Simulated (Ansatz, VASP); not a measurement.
# One calculation of ZnSe, two programs

Contents of INCAR:

```
SYSTEM = ZnSe
PREC = Accurate ; ENCUT = 600
EDIFF = 1E-6 ; ISMEAR = 0
SIGMA = 0.01 ; LREAL = .False.
LASPH = .True. ; NELM = 100
ALGO = Normal ; ISIF = 3
LWAVE = .False. ; LCHARG = .False.
GGA = PE ; IVDW = 12
IBRION = 2 ; NSW = 80
EDIFFG = -0.005
```

KPOINTS

```
regular mesh
0
Gamma
  6 6 6
  0 0 0
```

Contents of POSCAR:

```
ZnSe
1.0
    0.0000000000      2.8338000000      2.8338000000
    2.8338000000      0.0000000000      2.8338000000
    2.8338000000      2.8338000000      0.0000000000
Zn Se
1 1
Direct
    0.0000000000      0.0000000000      0.0000000000
    0.2500000000      0.2500000000      0.2500000000
```

Input for Ansatz:

```yaml
crystal:
  lattice:
    - [0.0, 2.8338, 2.8338]
    - [2.8338, 0.0, 2.8338]
    - [2.8338, 2.8338, 0.0]
  atoms:
    - { symbol: Zn, position: [0.0, 0.0, 0.0] }
    - { symbol: Se, position: [0.25, 0.25, 0.25] }
basis:
  ecutwfc: 571.4391111657479
kpoints:
  mp_grid:
    grid: [6, 6, 6]
    shift: [0.0, 0.0, 0.0]
hamiltonian:
  xc: pbe
  dispersion: d3bj
scf:
  occupations:
    method: fixed
relax:
  f_tol: 0.005
  cell: {}
```

Alike in both runs: task relaxation of cell and atoms; functional PBE; dispersion D3(BJ); k mesh 6 × 6 × 6; no spin polarisation.

|  | VASP | Ansatz |
| --- | --- | --- |
| version | VASP 6.6.1 | Ansatz 0.2.0 |
| potentials or method | VASP PAW PBE potentials, release 64 (Zn, Se), cutoff 600 eV | plane waves, PAW |
| occupations | gaussian, width 0.01 eV | fixed |
| valence electrons in the cell | 18 | 28 |

|  | VASP | Ansatz | Ansatz less VASP |
| --- | --- | --- | --- |
| relaxed volume (Å³/atom) | 22.68 | 22.61 | -0.069 |
| relaxed cell length with the largest relative difference (Å) | 4.003 | 3.999 | -0.0041 |

VASP's potentials hold 18 valence electrons a cell and Ansatz's 28, so a difference there can come from the potentials and not from the codes.
